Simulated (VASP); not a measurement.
# Ag: single point with PBE

Crystal: Ag.

```
CELL_PARAMETERS angstrom
2.75375 0.00000 0.00000
0.00000 2.75375 0.00000
0.00000 0.00000 2.75375
ATOMIC_POSITIONS crystal
Ag 0.00000 0.00000 0.00000
```

| Item | Value |
| --- | --- |
| Program | VASP 6.6.1 |
| Task | single point |
| Functional | PBE |
| Potentials or basis | VASP PAW PBE potentials, release 64 (Ag) |
| Cutoff | 520 eV |
| k mesh | 12 × 12 × 12 |
| Occupations | fermi-dirac, width 0.136057 eV |
| Spin | no spin polarisation |
| Dipole correction | no |
| Further INCAR settings | ALGO = Normal; EDIFF = 1e-06; NBANDS = 12 |

| Item | Value |
| --- | --- |
| Pressure | -0.2 GPa |

Levels at points of the mesh, in eV from the Fermi level:
```
           k point  band 1  band 2  band 3  band 4  band 5  band 6  band 7  band 8  band 9  band 10
(0.00, 0.00, 0.00)   -6.32   -5.67   -5.67   -2.79   -2.79   -2.79   13.89   13.89   13.89    18.92
(0.50, 0.00, 0.00)   -5.38   -5.08   -3.72   -3.72   -2.71   -0.46    1.63   16.97   18.76    18.99
(0.50, 0.50, 0.00)   -5.63   -4.91   -3.55   -3.55   -2.04    3.85    3.85    7.30    9.44    21.29
(0.50, 0.50, 0.50)   -5.13   -5.13   -5.13   -1.99   -1.99    8.40    8.40    8.40   10.19    14.10
```

Wall time 23 s on 1 thread of Intel Xeon 8259CL (shared host), peak memory 0.13 GiB.
